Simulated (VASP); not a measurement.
# Zr in VASP: further runs

Zr is run at these levels: PBE+D3(BJ); tasks: single point.

Everything below comes from runs of VASP 6.6.1. Logs are shortened: lines on timing, memory, paths and dates and some standing lists are left out, and cuts for length are marked.

## (1) The cell of the first run

The cell holds a slab with vacuum, 16 atoms: a = 6.371 Å, b = 6.371 Å, c = 27.867 Å, α = 90.00°, β = 90.00°, γ = 120.00°.

## (2) Single point, PBE+D3(BJ)

Input file INCAR:

```
SYSTEM = Zr
PREC     = Accurate       ! precision mode
ENCUT    = 520            ! plane-wave cutoff, eV
EDIFF    = 1E-6           ! SCF threshold, eV
ISMEAR   = 0              ! smearing method
SIGMA    = 0.1            ! smearing width, eV
LREAL    = Auto         
LASPH    = .TRUE.         ! aspherical terms in the spheres
NELM     = 100            ! most SCF steps
ALGO     = Normal         ! electronic algorithm
ISIF     = 2              ! what is computed and relaxed
LWAVE    = .FALSE.        ! write WAVECAR
LCHARG   = .FALSE.        ! write CHGCAR
LDIPOL   = .TRUE.       
IDIPOL   = 3            
DIPOL    = 0.5 0.5 0.425
GGA      = PE             ! functional
IVDW     = 12             ! dispersion correction
NBANDS   = 110            ! bands
```

Input file KPOINTS:

```
regular mesh
0
G
  4 4 1
  0 0 0
```

Input file POSCAR:

```
Zr
1.0
    6.3710095761      0.0000000000      0.0000000000
   -3.1855047880      5.5174561406      0.0000000000
    0.0000000000      0.0000000000     27.8671285401
Zr
16
Direct
    0.3333333333      0.1666666667      0.2870765816
    0.3333333333      0.6666666667      0.2870765816
    0.8333333333      0.1666666667      0.2870765816
    0.8333333333      0.6666666667      0.2870765816
    0.1666666667      0.3333333333      0.3787632024
    0.1666666667      0.8333333333      0.3787632024
    0.6666666667      0.3333333333      0.3787632024
    0.6666666667      0.8333333333      0.3787632024
    0.3333849735      0.1665518420      0.4733036408
    0.3334603012      0.6668003340      0.4733139080
    0.8331951622      0.1666354027      0.4733190461
    0.8333383183      0.6666574988      0.4733088756
    0.1667115131      0.3333346539      0.5608109904
    0.1665310925      0.8331674674      0.5609217535
    0.6666030142      0.3334479814      0.5609305912
    0.6668858347      0.8333393869      0.5609390349
```

Potentials or basis: VASP PAW PBE potentials, release 64 (Zr_sv).

On the command line:

```
> cat potpaw_PBE.64/Zr_sv/POTCAR > POTCAR
> mpirun -np 1 vasp_std > vasp.out
```

OUTCAR:

```text
SYSTEM = Zr
   PREC = Accurate
   ENCUT = 520
   EDIFF = 1E-6
   ISMEAR = 0
   LREAL = Auto
   LASPH = .TRUE.
   NELM = 100
   ISIF = 2
   GGA = PE
   IVDW = 12
 IVDW          = 12

 ion  position               nearest neighbor table
   1  0.333  0.167  0.287-   5 3.15   6 3.15   7 3.15   2 3.19   2 3.19   4 3.19   4 3.19   3 3.19
                             3 3.19
   2  0.333  0.667  0.287-   6 3.15   5 3.15   8 3.15   1 3.19   1 3.19   3 3.19   3 3.19   4 3.19
                             4 3.19
   3  0.833  0.167  0.287-   7 3.15   8 3.15   5 3.15   4 3.19   4 3.19   2 3.19   2 3.19   1 3.19
                             1 3.19
   4  0.833  0.667  0.287-   8 3.15   7 3.15   6 3.15   3 3.19   3 3.19   1 3.19   1 3.19   2 3.19
                             2 3.19
   5  0.167  0.333  0.379-   1 3.15   2 3.15   3 3.15   6 3.19   6 3.19   8 3.19   8 3.19   7 3.19
                             7 3.19   9 3.21  10 3.21  11 3.21
   6  0.167  0.833  0.379-   2 3.15   1 3.15   4 3.15   5 3.19   5 3.19   7 3.19   7 3.19   8 3.19
                             8 3.19   9 3.21  12 3.21  10 3.21
   7  0.667  0.333  0.379-   3 3.15   4 3.15   1 3.15   8 3.19   8 3.19   6 3.19   6 3.19   5 3.19
                             5 3.19   9 3.21  11 3.21  12 3.21
   8  0.667  0.833  0.379-   4 3.15   3 3.15   2 3.15   7 3.19   7 3.19   5 3.19   5 3.19   6 3.19
                             6 3.19  10 3.21  12 3.21  11 3.21
   9  0.333  0.167  0.473-  13 3.05  15 3.06  14 3.06  11 3.18  10 3.18  12 3.19  12 3.19  10 3.19
                            11 3.19   6 3.21   7 3.21   5 3.21
  10  0.333  0.667  0.473-  13 3.05  14 3.06  16 3.06  11 3.18   9 3.18  12 3.19  12 3.19   9 3.19
                            11 3.19   8 3.21   6 3.21   5 3.21
  11  0.833  0.167  0.473-  13 3.05  16 3.06  15 3.06   9 3.18  10 3.18  12 3.19  12 3.19  10 3.19
                             9 3.19   7 3.21   8 3.21   5 3.21
  12  0.833  0.667  0.473-  14 3.06  16 3.06  15 3.06  10 3.19  11 3.19   9 3.19   9 3.19  11 3.19
                            10 3.19   7 3.21   6 3.21   8 3.21
  13  0.167  0.333  0.561-  10 3.05  11 3.05   9 3.05  15 3.18  16 3.18  14 3.19  14 3.19  16 3.19
                            15 3.19
  14  0.167  0.833  0.561-  12 3.06  10 3.06   9 3.06  16 3.18  15 3.18  13 3.19  13 3.19  15 3.19
                            16 3.19
  15  0.667  0.333  0.561-  12 3.06   9 3.06  11 3.06  16 3.18  14 3.18  13 3.18  13 3.19  14 3.19
                            16 3.19
  16  0.667  0.833  0.561-  12 3.06  11 3.06  10 3.06  14 3.18  15 3.18  13 3.18  13 3.19  15 3.19
                            14 3.19

  LATTYP: Found a hexagonal cell.
 ALAT       =     6.3710095761
 C/A-ratio  =     4.3740522137

  Lattice vectors:

 A1 = (   6.3710095761,   0.0000000000,   0.0000000000)
 A2 = (  -3.1855047880,   5.5174561406,   0.0000000000)
 A3 = (   0.0000000000,   0.0000000000,  27.8671285401)

Analysis of symmetry for initial positions (statically):
=====================================================================
 Subroutine PRICEL returns:
 Original cell was already a primitive cell.

 Routine SETGRP: Setting up the symmetry group for a
 hexagonal supercell.
[... 155 lines left out ...]
  Thomas-Fermi vector in A             =   2.079385
   LORBIT       =      0    0 simple, 1 ext, 2 COOP (PROOUT), +10 PAW based schemes
   GGA     = PE    functional components
   LHFCALC =     F    Hartree Fock is set to
   AEXX    =    0.0000 exact exchange contribution
   IVDW    =    12    specifies the selected vdW correction
   LEPSILON=     F    determine dielectric tensor
   LRPA    =     F    only Hartree local field effects (RPA)
 non-spin polarized calculation
 Gauss-broadening in eV      SIGMA  =   0.10
  energy-cutoff  :      520.00
  volume of cell :      979.58
 maximum number of plane-waves:     26418
   NGX = 23   NGY = 23   NGZ =103

 dipolmoment           0.000000      0.000000     -0.003613 electrons x Angstroem

 number of electron     192.0000000 magnetization

 dipolmoment           0.000000      0.000000      0.002410 electrons x Angstroem

 Free energy of the ion-electron system (eV)
  ---------------------------------------------------
  ext. energy  EPLUGINS =         0.00000000
  ---------------------------------------------------
  free energy    TOTEN  =      -129.12105906 eV

  energy without entropy =     -128.98948779  energy(sigma->0) =     -129.05527343

 E-fermi :   0.8525     XC(G=0):  -4.8922

 val. band max:        0.8396285964   @ k =  -0.2500   0.2500   0.0000
 cond. band min:       0.8993455489   @ k =   0.5000   0.5000   0.0000
 fundamental gap:      0.0597169525
 Fermi energy:         0.8524586965

 k-point     1 :       0.0000    0.0000    0.0000
  band No.  band energies     occupation
      1     -48.0835      2.00000
      2     -48.0369      2.00000
      3     -47.9802      2.00000
      4     -47.9801      2.00000
      5     -47.9801      2.00000
      6     -47.9287      2.00000
[... 1099 lines left out ...]
    107       1.5032      0.00000
    108       1.5134      0.00000
 [bands above 108 left out]

------------------------ aborting loop because EDIFF is reached ----------------------------------------

 vacuum level on the upper side and lower side of the slab       (xc-potential included)         0.005        -0.008

 Edisp (eV)   -6.53421

 E8    (eV) :    -3.4622

  FORCE on cell =-STRESS in cart. coord.  units (eV):
  Direction    XX          YY          ZZ          XY          YZ          ZX
  --------------------------------------------------------------------------------------
  -------------------------------------------------------------------------------------
  Total      -5.54476    -5.54602    -4.57573     0.00019     0.00096    -0.00133
  in kB      -9.06888    -9.07095    -7.48395     0.00031     0.00156    -0.00218
  external pressure =       -8.54 kB  Pullay stress =        0.00 kB

 VOLUME and BASIS-vectors are now :
 -----------------------------------------------------------------------------
  energy-cutoff  :      520.00
  volume of cell :      979.58
      direct lattice vectors                 reciprocal lattice vectors
     6.371009576  0.000000000  0.000000000     0.156960995  0.090621473  0.000000000
    -3.185504788  5.517456141  0.000000000     0.000000000  0.181242945  0.000000000
     0.000000000  0.000000000 27.867128540     0.000000000  0.000000000  0.035884573

 POSITION                                       TOTAL-FORCE (eV/Angst)
 -----------------------------------------------------------------------------------
      1.59275      0.91958      8.00000         0.000057     -0.000064      0.438632
     -0.00000      3.67830      8.00000        -0.000035      0.000044      0.438934
      4.77826      0.91958      8.00000         0.000001     -0.000070      0.439018
      3.18550      3.67830      8.00000         0.000076     -0.000034      0.438658
      0.00000      1.83915     10.55504        -0.000176     -0.000038     -0.442591
     -1.59275      4.59788     10.55504         0.000821     -0.000119     -0.443147
[... 8 lines left out ...]
      3.18473      1.83978     15.63152         0.002396     -0.002822     -0.003363
      1.59413      4.59791     15.63176        -0.004831      0.000258     -0.003929
 -----------------------------------------------------------------------------------
    total drift:                               -0.000100      0.000191     -0.011881

  FREE ENERGIE OF THE ION-ELECTRON SYSTEM (eV)
  ---------------------------------------------------
  free  energy   TOTEN  =      -135.6552735036 eV

  energy  without entropy=     -135.5237022293  energy(sigma->0) =     -135.58948787

 vacuum level on the upper side and lower side of the slab         5.096         5.083
```

It took 48 min on 1 thread of AMD EPYC 9R45 (Zen 5), shared host; peak memory 1.2 GiB.

What came out:

```yaml
Free_energy: -135.6553 eV
Largest_force: 0.443 eV/Å
Band_gap_on_the_k_mesh: zero (bands 96 and 97 overlap by 0.85 eV)
Dispersion_energy_per_atom: -0.408 eV
```

Forces on the atoms (eV/Å):
```
Zr   0.000  0.000  0.439
Zr   0.000  0.000  0.439
Zr   0.000  0.000  0.439
Zr   0.000  0.000  0.439
Zr   0.000  0.000 -0.443
Zr   0.001  0.000 -0.443
Zr   0.000 -0.001 -0.443
Zr   0.000  0.001 -0.442
Zr  -0.003  0.001  0.004
Zr   0.001 -0.002  0.004
Zr   0.002  0.001  0.004
Zr   0.000  0.000  0.006
Zr   0.000  0.000  0.008
Zr   0.002  0.003 -0.003
Zr   0.002 -0.003 -0.003
Zr  -0.005  0.000 -0.004
```

Levels at points of the mesh, in eV from the Fermi level:
| k point | band 96 | band 97 | band 98 | band 99 | band 100 | band 101 |
| --- | --- | --- | --- | --- | --- | --- |
| (0.00, 0.00, 0.00) | 0.67 | 0.84 | 0.84 | 0.84 | 0.84 | 0.84 |
| (0.50, 0.00, 0.00) | -0.26 | -0.15 | -0.15 | 0.05 | 0.05 | 0.26 |
| (0.00, 0.50, 0.00) | -0.26 | -0.15 | -0.15 | 0.05 | 0.05 | 0.26 |
| (0.50, 0.50, 0.00) | -0.26 | -0.15 | -0.15 | 0.05 | 0.05 | 0.26 |

## (3) Single point, PBE+D3(BJ)

This run uses another cell than the first one.

Input file INCAR:

```
ALGO     = Normal         # electronic algorithm
AMIX     = 0.1          
AMIX_MAG = 0.4          
BMIX     = 1E-4         
BMIX_MAG = 1E-4         
DIPOL    = 0.5 0.5 0.500
EDIFF    = 1E-6           # SCF threshold, eV
ENCUT    = 450            # plane-wave cutoff, eV
GGA      = PE             # functional
GGA_COMPAT= False        
IDIPOL   = 3            
ISIF     = 2              # what is computed and relaxed
ISMEAR   = 0              # smearing method
IVDW     = 12             # dispersion correction
KPAR     = 4            
LASPH    = True           # aspherical terms in the spheres
LCHARG   = False          # write CHGCAR
LDIPOL   = True         
LREAL    = False          # projectors in reciprocal space
LWAVE    = False          # write WAVECAR
NBANDS   = 110            # bands
NELM     = 300            # most SCF steps
NELMDL   = -8           
PREC     = Accurate       # precision mode
SIGMA    = 0.1            # smearing width, eV
```

Input file KPOINTS:

```
k-points
0
Gamma
  4 4 1
```

Input file POSCAR:

```
Zr
1.0
    6.3710095762      0.0000000000      0.0000000000
   -3.1855047881      5.5174561408      0.0000000000
    0.0000000000      0.0000000000     23.6651285392
Zr
16
Direct
    0.3333333333      0.1666666667      0.3380501393
    0.3333333333      0.6666666667      0.3380501393
    0.8333333333      0.1666666667      0.3380501393
    0.8333333333      0.6666666667      0.3380501393
    0.1666666667      0.3333333333      0.4460167131
    0.1666666667      0.8333333333      0.4460167131
    0.6666666667      0.3333333333      0.4460167131
    0.6666666667      0.8333333333      0.4460167131
    0.3333333333      0.1666666667      0.5573294212
    0.3333333333      0.6666666667      0.5573294212
    0.8333333333      0.1666666667      0.5573294212
    0.8333333333      0.6666666667      0.5573294212
    0.1666666667      0.3333333333      0.6604778242
    0.1666666667      0.8333333333      0.6604778242
    0.6666666667      0.3333333333      0.6604778242
    0.6666666667      0.8333333333      0.6604778242
```

Potentials or basis: VASP PAW PBE potentials, release 64 (Zr_sv).

On the command line:

```
> cat potpaw_PBE.64/Zr_sv/POTCAR > POTCAR
> mpirun -np 4 vasp_std > vasp.out
```

OUTCAR:

```text
AMIX = 0.1
   AMIX_MAG = 0.4
   EDIFF = 1E-6
   ENCUT = 450
   GGA = PE
   ISIF = 2
   ISMEAR = 0
   IVDW = 12
   LASPH = True
   LREAL = False
   NELM = 300
   NELMDL = -8
   PREC = Accurate
 IVDW          = 12

 ion  position               nearest neighbor table
   1  0.333  0.167  0.338-   5 3.15   7 3.15   6 3.15   3 3.19   3 3.19   2 3.19   2 3.19   4 3.19
                             4 3.19
   2  0.333  0.667  0.338-   6 3.15   8 3.15   5 3.15   4 3.19   4 3.19   3 3.19   1 3.19   1 3.19
                             3 3.19
   3  0.833  0.167  0.338-   7 3.15   5 3.15   8 3.15   1 3.19   1 3.19   2 3.19   4 3.19   4 3.19
                             2 3.19
   4  0.833  0.667  0.338-   8 3.15   6 3.15   7 3.15   2 3.19   2 3.19   1 3.19   3 3.19   3 3.19
                             1 3.19
   5  0.167  0.333  0.446-   1 3.15   3 3.15   2 3.15   7 3.19   7 3.19   8 3.19   6 3.19   6 3.19
                             8 3.19   9 3.21  11 3.21  10 3.21
   6  0.167  0.833  0.446-   2 3.15   4 3.15   1 3.15   8 3.19   8 3.19   5 3.19   5 3.19   7 3.19
                             7 3.19  10 3.21  12 3.21   9 3.21
   7  0.667  0.333  0.446-   3 3.15   1 3.15   4 3.15   5 3.19   5 3.19   8 3.19   8 3.19   6 3.19
[... 662 lines left out ...]
    107       2.4110      0.00000
    108       2.4197      0.00000
 [bands above 108 left out]

------------------------ aborting loop because EDIFF is reached ----------------------------------------

 vacuum level on the upper side and lower side of the slab       (xc-potential included)        -0.107        -0.124

 Edisp (eV)   -6.54258

 E8    (eV) :    -3.4630

  FORCE on cell =-STRESS in cart. coord.  units (eV):
  Direction    XX          YY          ZZ          XY          YZ          ZX
  --------------------------------------------------------------------------------------
  -------------------------------------------------------------------------------------
  Total      -5.45280    -5.45280    -4.49996     0.00000     0.00000    -0.00000
  in kB     -10.50205   -10.50205    -8.66690     0.00000     0.00000    -0.00000
  external pressure =       -9.89 kB  Pullay stress =        0.00 kB

 VOLUME and BASIS-vectors are now :
 -----------------------------------------------------------------------------
  energy-cutoff  :      450.00
  volume of cell :      831.87
      direct lattice vectors                 reciprocal lattice vectors
     6.371009576  0.000000000  0.000000000     0.156960995  0.090621473  0.000000000
    -3.185504788  5.517456141  0.000000000     0.000000000  0.181242945  0.000000000
     0.000000000  0.000000000 23.665128539     0.000000000  0.000000000  0.042256267

 POSITION                                       TOTAL-FORCE (eV/Angst)
 -----------------------------------------------------------------------------------
      1.59275      0.91958      8.00000         0.000000     -0.000000      0.438691
     -0.00000      3.67830      8.00000         0.000000      0.000000      0.438691
      4.77826      0.91958      8.00000         0.000000     -0.000000      0.438691
      3.18550      3.67830      8.00000         0.000000     -0.000000      0.438691
      0.00000      1.83915     10.55504        -0.000000      0.000000     -0.442687
     -1.59275      4.59788     10.55504        -0.000000      0.000000     -0.442687
[... 8 lines left out ...]
      3.18550      1.83915     15.63029         0.000000     -0.000000     -0.000199
      1.59275      4.59788     15.63029         0.000000     -0.000000     -0.000199
 -----------------------------------------------------------------------------------
    total drift:                                0.000000      0.000000     -0.002774

  FREE ENERGIE OF THE ION-ELECTRON SYSTEM (eV)
  ---------------------------------------------------
  free  energy   TOTEN  =      -135.6702986913 eV

  energy  without entropy=     -135.5388132762  energy(sigma->0) =     -135.60455598

 vacuum level on the upper side and lower side of the slab         5.896         5.879
```

It took 3.5 min on 4 MPI ranks of AMD EPYC 9R45 (Zen 5), shared host; peak memory 0.83 GiB.

What came out:

```yaml
Free_energy: -135.6703 eV
Largest_force: 0.443 eV/Å
Band_gap_on_the_k_mesh: zero (bands 96 and 97 overlap by 0.85 eV)
Dispersion_energy_per_atom: -0.409 eV
```

Forces on the atoms (eV/Å):
```
Zr   0.000  0.000  0.439
Zr   0.000  0.000  0.439
Zr   0.000  0.000  0.439
Zr   0.000  0.000  0.439
Zr   0.000  0.000 -0.443
Zr   0.000  0.000 -0.443
Zr   0.000  0.000 -0.443
Zr   0.000  0.000 -0.443
Zr   0.000  0.000  0.004
Zr   0.000  0.000  0.004
Zr   0.000  0.000  0.004
Zr   0.000  0.000  0.004
Zr   0.000  0.000  0.000
Zr   0.000  0.000  0.000
Zr   0.000  0.000  0.000
Zr   0.000  0.000  0.000
```

The gap in the log of VASP goes by the Fermi energy; the results here count the filled bands.